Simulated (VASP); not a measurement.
# AlCo (Pm-3m) in VASP: further runs

AlCo is run at these levels: PBEsol; tasks: relaxation of cell and atoms.

All numbers are computed with VASP 6.6.1; they aren't measurements. Logs are shortened: lines on timing, memory, paths and dates and some standing lists are left out, and cuts for length are marked.

### 1 The cell of the first run

The structure is cubic, space group Pm-3m (No. 221). The conventional cell has a = 2.823 Å, b = 2.823 Å, c = 2.823 Å, α = 90.00°, β = 90.00°, γ = 90.00°. Within 3.2 Å of Al (site symmetry m-3m) lie 8 Co at 2.45 Å and 6 Al at 2.82 Å. Within 3.2 Å of Co (site symmetry m-3m) lie 8 Al at 2.45 Å and 6 Co at 2.82 Å.

### 2 Relaxation of cell and atoms, PBEsol, target pressure 10 GPa, at which the enthalpy is minimised

Input file INCAR:

```
PREC = Accurate
ENCUT = 600
EDIFF = 1E-6
ISMEAR = -1
SIGMA = 0.1
LREAL = F
LASPH = T
NELM = 80
ALGO = Normal
ISIF = 3
LWAVE = F
LCHARG = F
GGA = PS
IBRION = 2
NSW = 100
EDIFFG = -0.002
PSTRESS = 100.0
```

Input file KPOINTS:

```
regular mesh
0
Gamma
  16 16 16
```

Input file POSCAR:

```
AlCo
1.0
    2.8234231446      0.0000000000      0.0000000000
    0.0000000000      2.8234231446      0.0000000000
    0.0000000000      0.0000000000      2.8234231446
Al Co
1 1
Direct
    0.0000000000      0.0000000000      0.0000000000
    0.5000000000      0.5000000000      0.5000000000
```

Potentials or basis: VASP PAW PBE potentials, release 64 (Al, Co).

Run with:

```sh
$ cat potpaw_PBE.64/Al/POTCAR potpaw_PBE.64/Co/POTCAR > POTCAR
$ mpirun -np 1 vasp_std > vasp.out
```

OUTCAR:

```text
PREC = Accurate
   ENCUT = 600
   EDIFF = 1E-6
   ISMEAR = -1
   LREAL = F
   LASPH = T
   NELM = 80
   ISIF = 3
   GGA = PS
   IBRION = 2
   NSW = 100
   EDIFFG = -0.002
   PSTRESS = 100.0

 ion  position               nearest neighbor table
   1  0.000  0.000  0.000-   2 2.45   2 2.45   2 2.45   2 2.45   2 2.45   2 2.45   2 2.45   2 2.45

   2  0.500  0.500  0.500-   1 2.45   1 2.45   1 2.45   1 2.45   1 2.45   1 2.45   1 2.45   1 2.45

  LATTYP: Found a simple cubic cell.
 ALAT       =     2.8234231446

  Lattice vectors:

 A1 = (   2.8234231446,   0.0000000000,   0.0000000000)
 A2 = (   0.0000000000,   2.8234231446,   0.0000000000)
 A3 = (   0.0000000000,   0.0000000000,   2.8234231446)

Analysis of symmetry for initial positions (statically):
=====================================================================
 Subroutine PRICEL returns:
 Original cell was already a primitive cell.

 Routine SETGRP: Setting up the symmetry group for a
 simple cubic supercell.

 Subroutine GETGRP returns: Found 48 space group operations
 (whereof 48 operations were pure point group operations)
 out of a pool of 48 trial point group operations.

The static configuration has the point symmetry O_h .

Analysis of symmetry for dynamics (positions and initial velocities):
=====================================================================
 Subroutine PRICEL returns:
 Original cell was already a primitive cell.

 Routine SETGRP: Setting up the symmetry group for a
 simple cubic supercell.

 Subroutine GETGRP returns: Found 48 space group operations
 (whereof 48 operations were pure point group operations)
 out of a pool of 48 trial point group operations.

The dynamic configuration has the point symmetry O_h .

 Subroutine INISYM returns: Found 48 space group operations
 (whereof 48 operations are pure point group operations),
 and found     1 'primitive' translations

----------------------------------------------------------------------------------------

                                     Primitive cell

  volume of cell :      22.5075

  direct lattice vectors                    reciprocal lattice vectors
     2.823423145  0.000000000  0.000000000     0.354179997  0.000000000  0.000000000
     0.000000000  2.823423145  0.000000000     0.000000000  0.354179997  0.000000000
     0.000000000  0.000000000  2.823423145     0.000000000  0.000000000  0.354179997

  length of vectors
     2.823423145  2.823423145  2.823423145     0.354179997  0.354179997  0.354179997

  position of ions in fractional coordinates (direct lattice)
     0.000000000  0.000000000  0.000000000
     0.500000000  0.500000000  0.500000000

  ion indices of the primitive-cell ions
   primitive index   ion index
                 1           1
                 2           2

----------------------------------------------------------------------------------------

 KPOINTS: regular mesh

Automatic generation of k-mesh.
 Grid dimensions read from file:
 generate k-points for:   16   16   16

 Generating k-lattice:

  Cartesian coordinates                     Fractional coordinates (reciprocal lattice)
     0.022136250  0.000000000  0.000000000     0.062500000  0.000000000  0.000000000
     0.000000000  0.022136250  0.000000000     0.000000000  0.062500000  0.000000000
     0.000000000  0.000000000  0.022136250     0.000000000  0.000000000  0.062500000

  Length of vectors
     0.022136250  0.022136250  0.022136250

  Shift w.r.t. Gamma in fractional coordinates (k-lattice)
     0.000000000  0.000000000  0.000000000

 Subroutine IBZKPT returns following result:
 ===========================================

 Found    165 irreducible k-points:

 Following reciprocal coordinates:
            Coordinates               Weight
  0.000000  0.000000  0.000000      1.000000
  0.062500  0.000000  0.000000      6.000000
  0.125000  0.000000  0.000000      6.000000
  0.187500  0.000000  0.000000      6.000000
  0.250000  0.000000  0.000000      6.000000
  0.312500  0.000000  0.000000      6.000000
[... 16 lines left out ...]
  0.437500  0.125000  0.000000     24.000000
  0.500000  0.125000  0.000000     12.000000
 [... further k-points ...]
   k-points           NKPTS =    165   k-points in BZ     NKDIM =    165   number of bands    NBANDS=     10
   number of dos      NEDOS =    301   number of ions     NIONS =      2
   total plane-waves  NPLWV =  13824
   dimension x,y,z NGX =    24 NGY =   24 NGZ =   24
   dimension x,y,z NGXF=    48 NGYF=   48 NGZF=   48
   ions per type =               1   1
   NGX,Y,Z   is equivalent  to a cutoff of  14.13, 14.13, 14.13 a.u.
   NGXF,Y,Z  is equivalent  to a cutoff of  28.26, 28.26, 28.26 a.u.
 SYSTEM =  unknown system
   PREC   = accura    normal or accurate (medium, high low for compatibility)
   ISTART =      0    job   : 0-new  1-cont  2-samecut
   ICHARG =      2    charge: 1-file 2-atom 10-const
   ISPIN  =      1    spin polarized calculation?
   LNONCOLLINEAR =      F non collinear calculations
   LSORBIT =      F    spin-orbit coupling
   LASPH  =      T    aspherical Exc in radial PAW
   ENCUT  =  600.0 eV  44.10 Ry    6.64 a.u.   5.64  5.64  5.64*2*pi/ulx,y,z
   NELM   =     80;   NELMIN=  2; NELMDL= -5     # of ELM steps
   EDIFF  = 0.1E-05   stopping-criterion for ELM
   LREAL  =      F    real-space projection
   EDIFFG = -.2E-02   stopping-criterion for IOM
   NSW    =    100    number of steps for IOM
   IBRION =      2    ionic relax: 0-MD 1-quasi-New 2-CG
   NFREE  =      1    steps in history (QN), initial steepest desc. (CG)
   ISIF   =      3    stress and relaxation
   ISYM   =      2    0-nonsym 1-usesym 2-fastsym
   POTIM  = 0.5000    time-step for ionic-motion
   TEBEG  =    0.0;   TEEND  =   0.0 temperature during run
   PSTRESS=  100.0 pullay stress
   NELECT =      12.0000    total number of electrons
   NUPDOWN=      -1.0000    fix difference up-down
   EMIN   =  10.00;   EMAX   =-10.00  energy-range for DOS
   EFERMI =   0.00;   METHOD = LEGACY
   ISMEAR =    -1;   SIGMA  =   0.10  broadening in eV -4-tet -1-fermi 0-gaus
   EFERMI_NEDOS =   21; number of points for ismear=-14 and -15
   IALGO  =     38    algorithm
   IMIX   =      4    mixing-type and parameters
     AMIX     =   0.40;   BMIX     =  1.00
     AMIX_MAG =   1.60;   BMIX_MAG =  1.00
  volume/ion in A,a.u.               =      11.25        75.94
  Fermi-wavevector in a.u.,A,eV,Ry     =   1.327474  2.508562 23.976004  1.762187
  Thomas-Fermi vector in A             =   2.456783
   LORBIT       =      0    0 simple, 1 ext, 2 COOP (PROOUT), +10 PAW based schemes
   GGA     = PS    functional components
   LHFCALC =     F    Hartree Fock is set to
   AEXX    =    0.0000 exact exchange contribution
   IVDW    =     0    specifies the selected vdW correction
   LEPSILON=     F    determine dielectric tensor
   LRPA    =     F    only Hartree local field effects (RPA)
 conjugate gradient relaxation of ions
 non-spin polarized calculation
  energy-cutoff  :      600.00
  volume of cell :       22.51
 maximum number of plane-waves:       768
 NGX is ok and might be reduce to    24
   NGX = 11   NGY = 11   NGZ = 11

--------------------------------------- Ionic step        1  -------------------------------------------

 number of electron      11.9999996 magnetization

 Free energy of the ion-electron system (eV)
  ---------------------------------------------------
  ext. energy  EPLUGINS =         0.00000000
  ---------------------------------------------------
  free energy    TOTEN  =       -13.09506036 eV

  energy without entropy =      -13.06680258  energy(sigma->0) =      -13.08093147

------------------------ aborting loop because EDIFF is reached ----------------------------------------

  FORCE on cell =-STRESS in cart. coord.  units (eV):
  Direction    XX          YY          ZZ          XY          YZ          ZX
  --------------------------------------------------------------------------------------
  -------------------------------------------------------------------------------------
  Total        0.0072727      0.0072727      0.0072727     -0.0000000     -0.0000000      0.0000000
  in kB        0.5176983      0.5176983      0.5176983     -0.0000000     -0.0000000      0.0000000
  external PRESSURE =     -99.4823017 kB  Pullay stress =     100.0000000 kB
[... 175 lines left out ...]
  enthalpy is  TOTEN    =       -11.7234674249 eV   P V=        1.3413338767

--------------------------------------- Ionic step        6  -------------------------------------------

 number of electron      12.0000003 magnetization

 Free energy of the ion-electron system (eV)
  ---------------------------------------------------
  ext. energy  EPLUGINS =         0.00000000
  ---------------------------------------------------
  free energy    TOTEN  =       -13.06422155 eV

  energy without entropy =      -13.03835171  energy(sigma->0) =      -13.05128663

 E-fermi :  11.4378     XC(G=0): -12.7559

 val. band max:       11.4174059543   @ k =   0.4375   0.3750   0.3750
 cond. band min:      11.4418103481   @ k =   0.5000   0.3750   0.0625
 fundamental gap:      0.0244043938
 Fermi energy:        11.4378222218

 k-point     1 :       0.0000    0.0000    0.0000
  band No.  band energies     occupation
      1      -0.1041      2.00000
      2       8.1434      2.00000
      3       8.1434      2.00000
      4      10.5715      1.99965
      5      10.5715      1.99965
      6      10.5715      1.99965
      7      17.8319      0.00000
      8      17.8319      0.00000
      9      17.8319      0.00000
     10      20.5472      0.00000
[... 287 lines left out ...]
 k-point    24 :       0.5000    0.1250    0.0000
  band No.  band energies     occupation
      1       4.6196      2.00000
      2       4.7664      2.00000
      3       8.8799      2.00000
      4       9.4879      2.00000
      5       9.6346      2.00000
      6      10.5539      1.99971
      7      11.6749      0.17082
      8      19.1274      0.00000
      9      20.4474      0.00000
     10      23.0052      0.00000

 [... further k-points ...]

------------------------ aborting loop because EDIFF is reached ----------------------------------------

  FORCE on cell =-STRESS in cart. coord.  units (eV):
  Direction    XX          YY          ZZ          XY          YZ          ZX
  --------------------------------------------------------------------------------------
  -------------------------------------------------------------------------------------
  Total        1.3405535      1.3405535      1.3405535      0.0000000     -0.0000000      0.0000000
  in kB       99.9853095     99.9853095     99.9853095      0.0000000     -0.0000000      0.0000000
  external PRESSURE =      -0.0146905 kB  Pullay stress =     100.0000000 kB
[... 17 lines left out ...]
  FREE ENERGIE OF THE ION-ELECTRON SYSTEM (eV)
  ---------------------------------------------------
  free  energy   TOTEN  =       -13.0642215501 eV

  energy  without entropy=      -13.0383517141  energy(sigma->0) =      -13.05128663

  enthalpy is  TOTEN    =       -11.7234711200 eV   P V=        1.3407504302

 reached required accuracy - stopping structural energy minimisation
```

Run time: 3 min. Hardware: 1 thread of Intel Xeon 8259CL, shared host; peak memory 0.19 GiB.

What came out:

```
Free energy                                                : -13.0642 eV
Relaxed volume                                             : 10.74 Å³/atom
Relaxed cell                                               : a = 2.780 Å, b = 2.780 Å, c = 2.780 Å, α = 90.00°, β = 90.00°, γ = 90.00°
Space group after relaxing (to 0.1 Å)                      : Pm-3m (No. 221)
Energy change on relaxing (the run minimises the enthalpy) : +15.4 meV/atom
Ionic steps                                                : 6
Pressure after relaxing                                    : 10.0 GPa
Band gap on the k mesh                                     : zero (bands 6 and 7 overlap by 2.64 eV)
```

The path:
| step | energy change (eV) | largest force (eV/Å) | pressure (GPa) | volume (Å³) |
| --- | --- | --- | --- | --- |
| 1 | 0.0000 | 0.0000 | 0.05 | 22.51 |
| 2 | 0.1557 | 0.0000 | 24.74 | 20.31 |
| 3 | 0.0301 | 0.0000 | 9.88 | 21.49 |
| 4 | 0.0313 | 0.0000 | 10.09 | 21.47 |
| 5 | 0.0303 | 0.0000 | 9.89 | 21.49 |
| 6 | 0.0308 | 0.0000 | 10.00 | 21.48 |

Final structure:
```
CELL_PARAMETERS angstrom
2.77984 0.00000 0.00000
0.00000 2.77984 0.00000
0.00000 0.00000 2.77984
ATOMIC_POSITIONS crystal
Al 0.00000 0.00000 0.00000
Co 0.50000 0.50000 0.50000
```

Levels at points of the mesh, in eV from the Fermi level:
```tsv
k point	band 4	band 5	band 6	band 7	band 8	band 9
(0.00, 0.00, 0.00)	-0.87	-0.87	-0.87	6.39	6.39	6.39
(0.50, 0.00, 0.00)	-1.83	-1.83	-0.74	0.25	8.55	11.05
(0.50, 0.50, 0.00)	-2.78	-1.62	-1.62	-0.23	2.68	4.00
(0.50, 0.50, 0.50)	-0.19	-0.19	2.41	2.41	2.41	4.90
```

Caveat: the cell is relaxed towards a set pressure, so the run minimises the enthalpy, not the energy; the PAW data sets were made with another functional, which shifts forces and pressure a little; the run has no spin polarisation, though such a crystal can be magnetic. Spin polarisation is off, so any magnetic state and its effect on volume and gap are missing.

### 3 Relaxation of cell and atoms, PBEsol, target pressure 15 GPa, at which the enthalpy is minimised

Input file INCAR:

```
  ALGO = Normal
  EDIFF = 1E-6
  EDIFFG = -0.002
  ENCUT = 600
  GGA = PS
  IBRION = 2
  ISIF = 3
  ISMEAR = -1
  LASPH = True
  LCHARG = False
  LREAL = False
  LWAVE = False
  NELM = 80
  NSW = 100
  PREC = Accurate
  PSTRESS = 150.0
  SIGMA = 0.1
```

Input file KPOINTS:

```
k-points
0
Gamma
  16 16 16
```

POSCAR is that of step 2.

Potentials or basis: VASP PAW PBE potentials, release 64 (Al, Co).

Run with:

```sh
$ cat potpaw_PBE.64/Al/POTCAR potpaw_PBE.64/Co/POTCAR > POTCAR
$ mpirun -np 1 vasp_std > vasp.out
```

OUTCAR:

```text
EDIFF = 1E-6
   EDIFFG = -0.002
   ENCUT = 600
   GGA = PS
   IBRION = 2
   ISIF = 3
   ISMEAR = -1
   LASPH = True
   LREAL = False
   NELM = 80
   NSW = 100
   PREC = Accurate
   PSTRESS = 150.0

 ion  position               nearest neighbor table
   1  0.000  0.000  0.000-   2 2.45   2 2.45   2 2.45   2 2.45   2 2.45   2 2.45   2 2.45   2 2.45

   2  0.500  0.500  0.500-   1 2.45   1 2.45   1 2.45   1 2.45   1 2.45   1 2.45   1 2.45   1 2.45

  LATTYP: Found a simple cubic cell.
 ALAT       =     2.8234231446

  Lattice vectors:

 A1 = (   2.8234231446,   0.0000000000,   0.0000000000)
 A2 = (   0.0000000000,   2.8234231446,   0.0000000000)
 A3 = (   0.0000000000,   0.0000000000,   2.8234231446)

Analysis of symmetry for initial positions (statically):
=====================================================================
 Subroutine PRICEL returns:
 Original cell was already a primitive cell.

 Routine SETGRP: Setting up the symmetry group for a
 simple cubic supercell.

 Subroutine GETGRP returns: Found 48 space group operations
 (whereof 48 operations were pure point group operations)
 out of a pool of 48 trial point group operations.

The static configuration has the point symmetry O_h .

[... 170 lines left out ...]
  in kB        0.5176983      0.5176983      0.5176983     -0.0000000     -0.0000000      0.0000000
  external PRESSURE =    -149.4823017 kB  Pullay stress =     150.0000000 kB
[... 101 lines left out ...]
--------------------------------------- Ionic step        4  -------------------------------------------

 number of electron      12.0000002 magnetization

 Free energy of the ion-electron system (eV)
  ---------------------------------------------------
  ext. energy  EPLUGINS =         0.00000000
  ---------------------------------------------------
  free energy    TOTEN  =       -13.03055780 eV

  energy without entropy =      -13.00568459  energy(sigma->0) =      -13.01812120

 E-fermi :  11.7357     XC(G=0): -12.8593

 val. band max:       11.7123707235   @ k =   0.5000   0.3750   0.0000
 cond. band min:      11.7389912126   @ k =   0.5000   0.3750   0.0625
 fundamental gap:      0.0266204892
 Fermi energy:        11.7356687325

 k-point     1 :       0.0000    0.0000    0.0000
  band No.  band energies     occupation
      1       0.0463      2.00000
      2       8.3344      2.00000
      3       8.3344      2.00000
      4      10.8392      1.99974
      5      10.8392      1.99974
      6      10.8392      1.99974
      7      18.2378      0.00000
      8      18.2378      0.00000
      9      18.2378      0.00000
     10      20.9295      0.00000
[... 287 lines left out ...]
 k-point    24 :       0.5000    0.1250    0.0000
  band No.  band energies     occupation
      1       4.8419      2.00000
      2       4.9561      2.00000
      3       9.0947      2.00000
      4       9.7280      2.00000
      5       9.8770      2.00000
      6      10.8209      1.99979
      7      11.9824      0.15630
      8      19.4896      0.00000
      9      20.8547      0.00000
     10      23.4300      0.00000

 [... further k-points ...]

------------------------ aborting loop because EDIFF is reached ----------------------------------------

  FORCE on cell =-STRESS in cart. coord.  units (eV):
  Direction    XX          YY          ZZ          XY          YZ          ZX
  --------------------------------------------------------------------------------------
  -------------------------------------------------------------------------------------
  Total        1.9701245      1.9701245      1.9701245      0.0000000      0.0000000     -0.0000000
  in kB      149.9688359    149.9688359    149.9688359      0.0000000      0.0000000     -0.0000000
  external PRESSURE =      -0.0311641 kB  Pullay stress =     150.0000000 kB
[... 21 lines left out ...]
  energy  without entropy=      -13.0056845944  energy(sigma->0) =      -13.01812120

  enthalpy is  TOTEN    =       -11.0600239015 eV   P V=        1.9705338999

 reached required accuracy - stopping structural energy minimisation
```

OSZICAR:

```text
N       E                     dE             d eps       ncg     rms          rms(c)
DAV:   1     0.382064998877E+02    0.38206E+02   -0.59886E+03  3308   0.143E+03
DAV:   2    -0.135388067330E+02   -0.51745E+02   -0.49057E+02  3312   0.200E+02
DAV:   3    -0.149852499868E+02   -0.14464E+01   -0.14314E+01  3982   0.437E+01
DAV:   4    -0.150085558273E+02   -0.23306E-01   -0.23295E-01  3936   0.495E+00
[... 32 lines left out ...]
DAV:   1    -0.130308782152E+02    0.22674E-02   -0.47241E-03  3522   0.124E+00    0.161E-01
DAV:   2    -0.130312628590E+02   -0.38464E-03   -0.12011E-02  3698   0.169E+00    0.205E-01
DAV:   3    -0.130305700143E+02    0.69284E-03   -0.50224E-03  3676   0.110E+00    0.256E-02
DAV:   4    -0.130305578620E+02    0.12152E-04   -0.35080E-05  3508   0.630E-02    0.294E-03
DAV:   5    -0.130305578014E+02    0.60611E-07   -0.50176E-07  1710   0.961E-03
   4 F= -.11060024E+02 E0= -.11047587E+02  d E =-.721773E-01
```

It took 2.1 min on 1 thread of Intel Xeon 8259CL, shared host; peak memory 0.19 GiB.

What came out:

- Free energy: -13.0306 eV
- Relaxed volume: 10.52 Å³/atom
- Relaxed cell: a = 2.761 Å, b = 2.761 Å, c = 2.761 Å, α = 90.00°, β = 90.00°, γ = 90.00°
- Space group after relaxing (to 0.1 Å): Pm-3m (No. 221)
- Energy change on relaxing (the run minimises the enthalpy): +32.3 meV/atom
- Ionic steps: 4
- Pressure after relaxing: 15.0 GPa
- Band gap on the k mesh: zero (bands 6 and 7 overlap by 2.65 eV)

The path:
| step | energy change (eV) | largest force (eV/Å) | pressure (GPa) | volume (Å³) |
| --- | --- | --- | --- | --- |
| 1 | 0.0000 | 0.0000 | 0.05 | 22.51 |
| 2 | 0.3721 | 0.0000 | 42.05 | 19.26 |
| 3 | 0.0619 | 0.0000 | 14.69 | 21.08 |
| 4 | 0.0645 | 0.0000 | 15.00 | 21.05 |

Final structure:
```yaml
crystal:
  lattice:
    - [2.76101, 0.00000, 0.00000]
    - [0.00000, 2.76101, 0.00000]
    - [0.00000, 0.00000, 2.76101]
  atoms:
    - { symbol: Al, position: [0.00000, 0.00000, 0.00000] }
    - { symbol: Co, position: [0.50000, 0.50000, 0.50000] }
```

Levels at points of the mesh, in eV from the Fermi level:
| k point | band 4 | band 5 | band 6 | band 7 | band 8 | band 9 |
| --- | --- | --- | --- | --- | --- | --- |
| (0.00, 0.00, 0.00) | -0.90 | -0.90 | -0.90 | 6.50 | 6.50 | 6.50 |
| (0.50, 0.00, 0.00) | -1.89 | -1.89 | -0.76 | 0.26 | 8.57 | 11.17 |
| (0.50, 0.50, 0.00) | -2.83 | -1.68 | -1.68 | -0.24 | 2.74 | 4.13 |
| (0.50, 0.50, 0.50) | -0.20 | -0.20 | 2.41 | 2.41 | 2.41 | 5.10 |

Caveat: the cell is relaxed towards a set pressure, so the run minimises the enthalpy, not the energy; the PAW data sets were made with another functional, which shifts forces and pressure a little; the run has no spin polarisation, though such a crystal can be magnetic.

The gap in the log of VASP goes by the Fermi energy; the results here count the filled bands.